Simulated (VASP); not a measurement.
# TiAl4Ni3 (Im-3m) in VASP: single point with PBE

Aim: the single point of TiAl4Ni3 with PBE.

Everything below comes from runs of VASP 6.6.1. Logs are shortened: lines on timing, memory, paths and dates and some standing lists are left out, and cuts for length are marked.

### Step 1. The cell of the first run

Symmetry: Im-3m, No. 229, cubic system. Conventional cell: a = 5.979 Å, b = 5.979 Å, c = 5.979 Å, α = 90.00°, β = 90.00°, γ = 90.00°. Ti (site symmetry m-3m) has 8 Al at 2.59 Å and 6 Ni at 2.99 Å within 3.4 Å. Al (site symmetry -3m) has 2 Ti at 2.59 Å and 6 Ni at 2.59 Å and 6 Al at 2.99 Å within 3.4 Å. Within 3.4 Å of Ni (site symmetry 4/mmm) lie 8 Al at 2.59 Å and 2 Ti at 2.99 Å and 4 Ni at 2.99 Å.

### Step 2. Single point, PBE, collinear spin, ferrimagnetic start

File INCAR:

```
ALGO = Normal
EDIFF = 1E-6
ENCUT = 520
GGA = PE
ISIF = 2
ISMEAR = 0
ISPIN = 2
LASPH = True
LCHARG = False
LMAXMIX = 4
LORBIT = 11
LREAL = False
LWAVE = False
MAGMOM = 0 0 0 0 0 -2 -2 2
NBANDS = 41
NELM = 150
PREC = Accurate
SIGMA = 0.1
```

File KPOINTS:

```
k-points
0
Gamma
  4 4 4
```

File POSCAR:

```
TiAl4Ni3
1.0
   -2.9896939200      2.9896939200      2.9896939200
    2.9896939200     -2.9896939200      2.9896939200
    2.9896939200      2.9896939200     -2.9896939200
Ti Al Ni
1 4 3
Direct
    0.0000000000      0.0000000000      0.0000000000
    0.0000000000      0.5000000000      0.0000000000
    0.5000000000      0.5000000000      0.5000000000
    0.0000000000      0.0000000000      0.5000000000
    0.5000000000      0.0000000000      0.0000000000
    0.5000000000      0.0000000000      0.5000000000
    0.5000000000      0.5000000000      0.0000000000
    0.0000000000      0.5000000000      0.5000000000
```

Potentials or basis: VASP PAW PBE potentials, release 64 (Ti_sv, Al, Ni).

Started as:

```console
$ cat potpaw_PBE.64/Ti_sv/POTCAR potpaw_PBE.64/Al/POTCAR potpaw_PBE.64/Ni/POTCAR > POTCAR
$ mpirun -np 1 vasp_std > vasp.out
```

OUTCAR:

```text
EDIFF = 1E-6
   ENCUT = 520
   GGA = PE
   ISIF = 2
   ISMEAR = 0
   ISPIN = 2
   LASPH = True
   LORBIT = 11
   LREAL = False
   NELM = 150
   PREC = Accurate

 ion  position               nearest neighbor table
   1  0.000  0.000  0.000-   2 2.59   3 2.59   4 2.59   5 2.59   4 2.59   2 2.59   5 2.59   3 2.59
                             7 2.99   8 2.99   8 2.99   6 2.99   7 2.99   6 2.99
   2  0.000  0.500  0.000-   1 2.59   6 2.59   7 2.59   8 2.59   8 2.59   1 2.59   7 2.59   6 2.59
                             4 2.99   4 2.99   5 2.99   3 2.99   5 2.99   3 2.99
   3  0.500  0.500  0.500-   1 2.59   6 2.59   7 2.59   8 2.59   7 2.59   6 2.59   8 2.59   1 2.59
                             4 2.99   5 2.99   5 2.99   2 2.99   4 2.99   2 2.99
   4  0.000  0.000  0.500-   1 2.59   6 2.59   7 2.59   8 2.59   1 2.59   8 2.59   6 2.59   7 2.59
                             3 2.99   2 2.99   5 2.99   5 2.99   3 2.99   2 2.99
   5  0.500  0.000  0.000-   1 2.59   6 2.59   7 2.59   8 2.59   6 2.59   7 2.59   1 2.59   8 2.59
                             3 2.99   3 2.99   4 2.99   4 2.99   2 2.99   2 2.99
   6  0.500  0.000  0.500-   2 2.59   3 2.59   4 2.59   5 2.59   5 2.59   3 2.59   4 2.59   2 2.59
                             7 2.99   7 2.99   8 2.99   1 2.99   8 2.99   1 2.99
   7  0.500  0.500  0.000-   2 2.59   3 2.59   4 2.59   5 2.59   3 2.59   5 2.59   2 2.59   4 2.59
                             6 2.99   6 2.99   8 2.99   8 2.99   1 2.99   1 2.99
   8  0.000  0.500  0.500-   2 2.59   3 2.59   4 2.59   5 2.59   2 2.59   4 2.59   3 2.59   5 2.59
                             6 2.99   1 2.99   7 2.99   7 2.99   6 2.99   1 2.99

  LATTYP: Found a body centered cubic cell.
 ALAT       =     5.9793878400

  Lattice vectors:

 A1 = (  -2.9896939200,   2.9896939200,   2.9896939200)
 A2 = (   2.9896939200,  -2.9896939200,   2.9896939200)
 A3 = (   2.9896939200,   2.9896939200,  -2.9896939200)

Analysis of symmetry for initial positions (statically):
=====================================================================
 Subroutine PRICEL returns:
 Original cell was already a primitive cell.

 Routine SETGRP: Setting up the symmetry group for a
 body centered cubic supercell.

 Subroutine GETGRP returns: Found 48 space group operations
 (whereof 48 operations were pure point group operations)
 out of a pool of 48 trial point group operations.

The static configuration has the point symmetry O_h .

Analysis of symmetry for dynamics (positions and initial velocities):
=====================================================================
 Subroutine PRICEL returns:
 Original cell was already a primitive cell.

 Routine SETGRP: Setting up the symmetry group for a
 body centered cubic supercell.

 Subroutine GETGRP returns: Found 48 space group operations
 (whereof 48 operations were pure point group operations)
 out of a pool of 48 trial point group operations.

The dynamic configuration has the point symmetry O_h .

Analysis of structural, dynamic, and magnetic symmetry:
=====================================================================
 Subroutine PRICEL returns:
 Original cell was already a primitive cell.

 Routine SETGRP: Setting up the symmetry group for a
 body centered cubic supercell.

 Subroutine GETGRP returns: Found 16 space group operations
 (whereof 16 operations were pure point group operations)
 out of a pool of 48 trial point group operations.

The overall configuration has the point symmetry D_4h.

 Subroutine INISYM returns: Found 16 space group operations
 (whereof 16 operations are pure point group operations),
 and found     1 'primitive' translations

----------------------------------------------------------------------------------------

                                     Primitive cell

  volume of cell :     106.8908

  direct lattice vectors                    reciprocal lattice vectors
    -2.989693920  2.989693920  2.989693920     0.000000000  0.167241200  0.167241200
     2.989693920 -2.989693920  2.989693920     0.167241200  0.000000000  0.167241200
     2.989693920  2.989693920 -2.989693920     0.167241200  0.167241200  0.000000000

  length of vectors
     5.178301769  5.178301769  5.178301769     0.236514774  0.236514774  0.236514774

  position of ions in fractional coordinates (direct lattice)
     0.000000000  0.000000000  0.000000000
     0.000000000  0.500000000  0.000000000
     0.500000000  0.500000000  0.500000000
     0.000000000  0.000000000  0.500000000
     0.500000000  0.000000000  0.000000000
     0.500000000  0.000000000  0.500000000
     0.500000000  0.500000000  0.000000000
     0.000000000  0.500000000  0.500000000

  ion indices of the primitive-cell ions
   primitive index   ion index
                 1           1
                 2           2
                 3           3
                 4           4
                 5           5
                 6           6
                 7           7
                 8           8

----------------------------------------------------------------------------------------

 KPOINTS: k-points

Automatic generation of k-mesh.
 Grid dimensions read from file:
 generate k-points for:    4    4    4

 Generating k-lattice:

  Cartesian coordinates                     Fractional coordinates (reciprocal lattice)
     0.000000000  0.041810300  0.041810300     0.250000000  0.000000000  0.000000000
     0.041810300  0.000000000  0.041810300     0.000000000  0.250000000  0.000000000
     0.041810300  0.041810300  0.000000000     0.000000000  0.000000000  0.250000000

  Length of vectors
     0.059128693  0.059128693  0.059128693

  Shift w.r.t. Gamma in fractional coordinates (k-lattice)
     0.000000000  0.000000000  0.000000000

 Subroutine IBZKPT returns following result:
 ===========================================

 Found     13 irreducible k-points:

 Following reciprocal coordinates:
            Coordinates               Weight
  0.000000  0.000000  0.000000      1.000000
  0.250000  0.000000  0.000000      4.000000
  0.000000  0.250000  0.000000      8.000000
  0.500000  0.000000  0.000000      2.000000
  0.000000  0.500000  0.000000      4.000000
  0.250000  0.250000  0.000000     16.000000
  0.000000  0.250000  0.250000      8.000000
  0.250000  0.250000  0.250000      2.000000
 -0.250000  0.250000  0.250000      2.000000
  0.250000 -0.250000  0.250000      4.000000
  0.500000  0.500000  0.250000      8.000000
  0.250000  0.500000  0.500000      4.000000
  0.500000  0.500000  0.500000      1.000000
   k-points           NKPTS =     13   k-points in BZ     NKDIM =     13   number of bands    NBANDS=     41
   number of dos      NEDOS =    301   number of ions     NIONS =      8
   total plane-waves  NPLWV =  64000
   dimension x,y,z NGX =    40 NGY =   40 NGZ =   40
   dimension x,y,z NGXF=    80 NGYF=   80 NGZF=   80
   ions per type =               1   4   3
   NGX,Y,Z   is equivalent  to a cutoff of  12.84, 12.84, 12.84 a.u.
   NGXF,Y,Z  is equivalent  to a cutoff of  25.68, 25.68, 25.68 a.u.
 SYSTEM =  unknown system
   PREC   = accura    normal or accurate (medium, high low for compatibility)
   ISTART =      0    job   : 0-new  1-cont  2-samecut
   ICHARG =      2    charge: 1-file 2-atom 10-const
   ISPIN  =      2    spin polarized calculation?
   LNONCOLLINEAR =      F non collinear calculations
   LSORBIT =      F    spin-orbit coupling
   LASPH  =      T    aspherical Exc in radial PAW
   ENCUT  =  520.0 eV  38.22 Ry    6.18 a.u.   9.63  9.63  9.63*2*pi/ulx,y,z
   NELM   =    150;   NELMIN=  2; NELMDL= -5     # of ELM steps
   EDIFF  = 0.1E-05   stopping-criterion for ELM
   LREAL  =      F    real-space projection
   EDIFFG = 0.1E-04   stopping-criterion for IOM
   NSW    =      0    number of steps for IOM
   IBRION =     -1    ionic relax: 0-MD 1-quasi-New 2-CG
   NFREE  =      0    steps in history (QN), initial steepest desc. (CG)
   ISIF   =      2    stress and relaxation
   ISYM   =      2    0-nonsym 1-usesym 2-fastsym
   POTIM  = 0.5000    time-step for ionic-motion
   TEBEG  =    0.0;   TEEND  =   0.0 temperature during run
   PSTRESS=    0.0 pullay stress
   NELECT =      54.0000    total number of electrons
   NUPDOWN=      -1.0000    fix difference up-down
   EMIN   =  10.00;   EMAX   =-10.00  energy-range for DOS
   EFERMI =   0.00;   METHOD = LEGACY
   ISMEAR =     0;   SIGMA  =   0.10  broadening in eV -4-tet -1-fermi 0-gaus
   EFERMI_NEDOS =   21; number of points for ismear=-14 and -15
   IALGO  =     38    algorithm
   IMIX   =      4    mixing-type and parameters
     AMIX     =   0.40;   BMIX     =  1.00
     AMIX_MAG =   1.60;   BMIX_MAG =  1.00
  volume/ion in A,a.u.               =      13.36        90.17
  Fermi-wavevector in a.u.,A,eV,Ry     =   1.303845  2.463910 23.130071  1.700012
  Thomas-Fermi vector in A             =   2.434820
   LORBIT       =     11    0 simple, 1 ext, 2 COOP (PROOUT), +10 PAW based schemes
   GGA     = PE    functional components
   LHFCALC =     F    Hartree Fock is set to
   AEXX    =    0.0000 exact exchange contribution
   IVDW    =     0    specifies the selected vdW correction
   LEPSILON=     F    determine dielectric tensor
   LRPA    =     F    only Hartree local field effects (RPA)
 spin polarized calculation
 Gauss-broadening in eV      SIGMA  =   0.10
  energy-cutoff  :      520.00
  volume of cell :      106.89
 maximum number of plane-waves:      2916
 NGX is ok and might be reduce to    40
   NGX = 19   NGY = 19   NGZ = 19

 number of electron      53.9999996 magnetization       0.0030942

 number of electron      53.9999996 magnetization      -0.0003577

 Free energy of the ion-electron system (eV)
  ---------------------------------------------------
  ext. energy  EPLUGINS =         0.00000000
  ---------------------------------------------------
  free energy    TOTEN  =       -42.63662010 eV

  energy without entropy =      -42.58041085  energy(sigma->0) =      -42.60851548

 E-fermi :   8.8886     XC(G=0): -11.6242

 val. band max:        8.8527358376   @ k =   0.2500   0.0000   0.0000
 cond. band min:       8.8965524450   @ k =   0.0000   0.2500   0.2500
 fundamental gap:      0.0438166074
 Fermi energy:         8.8885831554

 spin component 1

 k-point     1 :       0.0000    0.0000    0.0000
  band No.  band energies     occupation
      1     -47.1631      1.00000
      2     -23.5058      1.00000
      3     -23.5057      1.00000
      4     -23.5057      1.00000
      5      -1.1057      1.00000
      6       4.1777      1.00000
[... 31 lines left out ...]
     38      14.3359      0.00000
     39      14.3359      0.00000
[... 502 lines left out ...]
     38      16.9477      0.00000
     39      16.9477      0.00000
 Fermi energy:         8.8885831554

 spin component 2

 k-point     1 :       0.0000    0.0000    0.0000
  band No.  band energies     occupation
      1     -47.1634      1.00000
      2     -23.5061      1.00000
      3     -23.5061      1.00000
      4     -23.5060      1.00000
      5      -1.1058      1.00000
      6       4.1776      1.00000
[... 31 lines left out ...]
     38      14.3358      0.00000
     39      14.3358      0.00000
[... 502 lines left out ...]
     38      16.9476      0.00000
     39      16.9476      0.00000
 [bands above 39 left out]

------------------------ aborting loop because EDIFF is reached ----------------------------------------

  FORCE on cell =-STRESS in cart. coord.  units (eV):
  Direction    XX          YY          ZZ          XY          YZ          ZX
  --------------------------------------------------------------------------------------
  -------------------------------------------------------------------------------------
  Total       -0.2433230     -0.2435458     -0.2435458     -0.0000000      0.0000000      0.0000000
  in kB       -3.6471503     -3.6504892     -3.6504892     -0.0000000      0.0000000      0.0000000
  external PRESSURE =      -3.6493762 kB  Pullay stress =       0.0000000 kB

 VOLUME and BASIS-vectors are now :
 -----------------------------------------------------------------------------
  energy-cutoff  :      520.00
  volume of cell :      106.89
      direct lattice vectors                 reciprocal lattice vectors
    -2.989693920  2.989693920  2.989693920     0.000000000  0.167241200  0.167241200
     2.989693920 -2.989693920  2.989693920     0.167241200  0.000000000  0.167241200
     2.989693920  2.989693920 -2.989693920     0.167241200  0.167241200  0.000000000

 POSITION                                       TOTAL-FORCE (eV/Angst)
 -----------------------------------------------------------------------------------
      0.00000      0.00000      0.00000         0.000000     -0.000000      0.000000
      1.49485     -1.49485      1.49485         0.000000     -0.000000      0.000000
      1.49485      1.49485      1.49485         0.000000     -0.000000      0.000000
      1.49485      1.49485     -1.49485         0.000000     -0.000000      0.000000
     -1.49485      1.49485      1.49485         0.000000     -0.000000      0.000000
      0.00000      2.98969      0.00000        -0.000000      0.000000     -0.000000
      0.00000      0.00000      2.98969        -0.000000      0.000000     -0.000000
      2.98969      0.00000      0.00000         0.000000     -0.000000      0.000000
 -----------------------------------------------------------------------------------
    total drift:                               -0.000000     -0.000000      0.000000

  FREE ENERGIE OF THE ION-ELECTRON SYSTEM (eV)
  ---------------------------------------------------
  free  energy   TOTEN  =       -42.6366201043 eV

  energy  without entropy=      -42.5804108474  energy(sigma->0) =      -42.60851548

 total charge

# of ion       s       p       d       tot
------------------------------------------
    1        2.202   6.174   2.094  10.471
    2        0.401   0.396   0.000   0.797
    3        0.401   0.396   0.000   0.797
    4        0.401   0.396   0.000   0.797
    5        0.401   0.396   0.000   0.797
    6        0.455   0.438   8.406   9.299
    7        0.455   0.438   8.406   9.299
    8        0.455   0.438   8.406   9.298
--------------------------------------------------
tot          5.172   9.071  27.311  41.554

 magnetization (x)

# of ion       s       p       d       tot
------------------------------------------
    1        0.000  -0.000  -0.000  -0.000
    2       -0.000  -0.000   0.000  -0.000
    3       -0.000  -0.000   0.000  -0.000
    4       -0.000  -0.000   0.000  -0.000
    5       -0.000  -0.000   0.000  -0.000
    6       -0.000   0.000  -0.000  -0.000
    7       -0.000   0.000  -0.000  -0.000
    8       -0.000   0.000   0.000   0.000
--------------------------------------------------
tot         -0.000  -0.000  -0.001  -0.001
```

Run time: 3.1 min. Hardware: 1 thread of AMD EPYC 7R13 (Zen 3), shared host; peak memory 0.3 GiB.

What came out:

- Free energy: -42.6366 eV
- Pressure: -0.4 GPa
- Band gap on the k mesh: zero (filled and empty bands overlap)
- Net moment: 0.00 μB per cell
- Valence electrons inside the program's atomic spheres: Ti 10.47; Al 0.80; Ni 9.30

Caveat: the k points lie up to 0.37 Å⁻¹ apart; the starting moments collapsed, and a magnetic state may lie lower.
